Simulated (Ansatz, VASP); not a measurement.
**WSe2 in VASP and in Ansatz**

Contents of POSCAR:

```
WSe2
1.0
    3.2149914222      0.0000000000      0.0000000000
   -1.6074957111      2.7842642446      0.0000000000
    0.0000000000      0.0000000000     30.6940937020
W Se
3 6
Direct
    0.6666666667      0.3333333333      0.0000000000
    0.3333333333      0.6666666667      0.7699395294
    0.3333333333      0.6666666667      0.2300604706
    0.3333333333      0.6666666667      0.0557735259
    0.6666666667      0.3333333333      0.8257181867
    0.6666666667      0.3333333333      0.2857987534
    0.3333333333      0.6666666667      0.9442264741
    0.6666666667      0.3333333333      0.7142012466
    0.6666666667      0.3333333333      0.1742818133
```

Contents of INCAR.step1:

```
ALGO     = Normal         # electronic algorithm
EDIFF    = 1E-4           # SCF threshold, eV
ENCUT    = 520            # plane-wave cutoff, eV
GGA      = PE             # functional
ISMEAR   = 0              # smearing method
LASPH    = T              # aspherical terms in the spheres
LCHARG   = F              # write CHGCAR
LREAL    = F              # projectors in reciprocal space
LWAVE    = T              # write WAVECAR
NBANDS   = 49             # bands
NELM     = 60             # most SCF steps
PREC     = Accurate       # precision mode
SIGMA    = 0.05           # smearing width, eV
```

INCAR.step2

```
ALGO     = Normal         # electronic algorithm
EDIFF    = 1E-6           # SCF threshold, eV
ENCUT    = 520            # plane-wave cutoff, eV
ISIF     = 2              # what is computed and relaxed
ISMEAR   = 0              # smearing method
ISTART   = 1            
LASPH    = T              # aspherical terms in the spheres
LCHARG   = F              # write CHGCAR
LMIXTAU  = T            
LREAL    = F              # projectors in reciprocal space
LWAVE    = F              # write WAVECAR
METAGGA  = R2SCAN         # meta-GGA
NBANDS   = 49             # bands
NELM     = 60             # most SCF steps
PREC     = Accurate       # precision mode
SIGMA    = 0.05           # smearing width, eV
```

The input KPOINTS:

```
k-points
0
Gamma
  12 12 1
```

Input for Ansatz:

```yaml
crystal:
  lattice:
    - [3.2149914222, 0.0, 0.0]
    - [-1.6074957111, 2.7842642446, 0.0]
    - [0.0, 0.0, 30.694093702]
  atoms:
    - { symbol: W, position: [0.6666666667, 0.3333333333, 0.0] }
    - { symbol: W, position: [0.3333333333, 0.6666666667, 0.7699395294] }
    - { symbol: W, position: [0.3333333333, 0.6666666667, 0.2300604706] }
    - { symbol: Se, position: [0.3333333333, 0.6666666667, 0.0557735259] }
    - { symbol: Se, position: [0.6666666667, 0.3333333333, 0.8257181867] }
    - { symbol: Se, position: [0.6666666667, 0.3333333333, 0.2857987534] }
    - { symbol: Se, position: [0.3333333333, 0.6666666667, 0.9442264741] }
    - { symbol: Se, position: [0.6666666667, 0.3333333333, 0.7142012466] }
    - { symbol: Se, position: [0.6666666667, 0.3333333333, 0.1742818133] }
basis:
  ecutwfc: 500
kpoints:
  mp_grid: { grid: [12, 12, 1] }
hamiltonian:
  xc: r2scan
scf:
  occupations: { method: gaussian, width: 0.05 }
output:
  forces: true
  stress: true
  eigenvalues: true
  write_density: true
  write_potential: true
  elf: true
  volumetric_format: npy
```

Change from the starting cell: strain -0.030 along x and y, +0.030 along z, atoms carried along.

Alike in both runs: task single point; functional r2SCAN; k mesh 12 × 12 × 1; occupations gaussian, width 0.05 eV; no spin polarisation.

|  | VASP | Ansatz |
| --- | --- | --- |
| version | VASP 6.6.1 | Ansatz 0.2.0 |
| potentials or method | VASP PAW PBE potentials, release 64 (W_sv, Se), cutoff 520 eV | scalar-relativistic, plane waves, PAW |
| valence electrons in the cell | 78 | 138 |

|  | VASP | Ansatz | Ansatz less VASP |
| --- | --- | --- | --- |
| gap on the k mesh at the Fermi level (eV) | 1.41 | 1.42 | +0.002 |
| least direct gap on the mesh (eV) | 2.07 | 2.07 | +0.002 |
| rms of the force components (eV/Å) | 0.089 | 0.112 | +0.0227 |

VASP's potentials were made for PBE, not for r2SCAN. Atom by atom the forces differ by 0.023 eV/Å (rms over components). With one functional, cell and mesh, what is left measures potentials, basis and numerics. VASP's potentials hold 78 valence electrons a cell and Ansatz's 138, so a difference there can come from the potentials and not from the codes. Ansatz's warnings: xc potential rough in thin density.

Neither program's run includes spin-orbit coupling.
